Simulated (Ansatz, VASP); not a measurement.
One calculation of In2Sb2Cl, two programs

File INCAR:

```
SYSTEM = In2Sb2Cl
PREC = Accurate
ENCUT = 520
EDIFF = 1E-6
ISMEAR = 0
SIGMA = 0.1
LREAL = .False.
LASPH = .True.
NELM = 100
ALGO = Normal
ISIF = 2
LWAVE = .False.
LCHARG = .True.
LDIPOL = .True.
IDIPOL = 3
DIPOL = 0.5 0.5 0.342
GGA = PE
IVDW = 12
LELF = .True.
LVHAR = .True.
LVACPOTAV = .True.
NBANDS = 30
```

Contents of KPOINTS:

```
regular mesh
0
Gamma
  6 6 1
  0 0 0
```

POSCAR

```
In2Sb2Cl
1.0
    4.6293886023      0.0000000000      0.0000000000
   -2.3146943012      4.0091681336      0.0000000000
    0.0000000000      0.0000000000     22.0151773295
Sb In Cl
2 2 1
Direct
    0.0000000000      0.0000000000      0.1816928358
    0.3333333333      0.6666666667      0.3609342971
    0.3333333333      0.6666666667      0.2246164052
    0.6666666667      0.3333333333      0.3958713209
    0.8888888889      1.2222222222      0.5457679105
```

Input for Ansatz:

```yaml
crystal:
  lattice:
    - [4.6293886023, 0.0, 0.0]
    - [-2.3146943012, 4.0091681336, 0.0]
    - [0.0, 0.0, 22.0151773295]
  atoms:
    - { symbol: Sb, position: [0.0, 0.0, 0.1816928358] }
    - { symbol: In, position: [0.3333333333, 0.6666666667, 0.2246164052] }
    - { symbol: Sb, position: [0.3333333333, 0.6666666667, 0.3609342971] }
    - { symbol: In, position: [0.6666666667, 0.3333333333, 0.3958713209] }
    - { symbol: Cl, position: [0.8888888889, 1.2222222222, 0.5457679105] }
basis:
  ecutwfc: 420
kpoints:
  mp_grid: { grid: [6, 6, 1] }
hamiltonian:
  xc: pbe
  pseudopotentials: { kind: paw, azcp: { folder: soft_1 } }
  dispersion: d3bj
scf:
  occupations: { method: gaussian, width: 0.1 }
output:
  forces: true
  eigenvalues: true
efield:
  axis: 3
  dipole_correction: true
  ramp_width: 0.04
```

Alike in both runs: task single point; functional PBE; dispersion D3(BJ); k mesh 6 × 6 × 1; occupations gaussian, width 0.1 eV; no spin polarisation.

|  | VASP | Ansatz |
| --- | --- | --- |
| version | VASP 6.6.1 | Ansatz 0.2.0 |
| potentials or method | VASP PAW PBE potentials, release 64 (Sb, In_d, Cl), cutoff 520 eV | scalar-relativistic, plane waves, PAW |
| valence electrons in the cell | 43 | 63 |

Ansatz gave:

- gap on the k mesh at the Fermi level (eV): none
- rms of the force components (eV/Å): 0.415
- work function, face that differs most (eV): 5.27

**Question.** What did VASP give for the same quantities?

**Answer.** gap on the k mesh at the Fermi level (eV): none; rms of the force components (eV/Å): 0.416; work function, face that differs most (eV): 5.26.

A gap of «none» marks a metal or a gap that the smearing closes. VASP's potentials hold 43 valence electrons a cell and Ansatz's 63, so a difference there can come from the potentials and not from the codes.

Spin-orbit coupling is off throughout.
